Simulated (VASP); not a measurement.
A run of VASP 6.6.1 is set up as follows.

POSCAR

```
MgO
1.0
    0.0000000000      2.1021674155      2.1862541121
    2.1021674155      0.0000000000      2.1862541121
    2.1021674155      2.1021674155      0.0000000000
Mg O
1 1
Direct
    0.0000000000      0.0000000000      0.0000000000
    0.5000000000      0.5000000000      0.5000000000
```

Contents of INCAR.step1:

```
  PREC = Accurate
  ENCUT = 520
  EDIFF = 1E-5
  ISMEAR = 0
  SIGMA = 0.01
  LREAL = False
  LASPH = True
  NELM = 100
  ALGO = Normal
  ISIF = 2
  LWAVE = True
  GGA = PE
  NBANDS = 11
```

INCAR.step2

```
  PREC = Accurate
  ENCUT = 520
  EDIFF = 1E-6
  ISMEAR = 0
  SIGMA = 0.01
  LREAL = False
  LASPH = True
  NELM = 100
  ALGO = Normal
  ISIF = 2
  LWAVE = False
  LCHARG = True
  GGA = PE
  LHFCALC = True
  HFSCREEN = 0.2079
  PRECFOCK = Normal
  LELF = True
  LVHAR = True
  ISTART = 1
  NBANDS = 11
```

KPOINTS

```
Automatic mesh
0
Gamma
  8 8 8
```

Potentials or basis: VASP PAW PBE potentials, release 64 (Mg, O).

Run with:

```sh
$ cat potpaw_PBE.64/Mg/POTCAR potpaw_PBE.64/O/POTCAR > POTCAR
$ cp INCAR.step1 INCAR
$ mpirun -np 1 vasp_std > vasp.out
$ cp INCAR.step2 INCAR
$ mpirun -np 1 vasp_std > vasp.out
```

Problem. What does it give for the pressure?

Solution. -6.2 GPa.

Problem. Predict the band gap on the k mesh.

Solution. 6.01 eV, direct.

Stress tensor (GPa, compression positive):
```
 -4.25   0.00   0.00
  0.00  -4.25   0.00
  0.00   0.00 -10.21
```

Caveat: the cell differs from its parent crystal (uniaxial z strain +4.0%); the PAW data sets were made with another functional, which shifts forces and pressure a little.
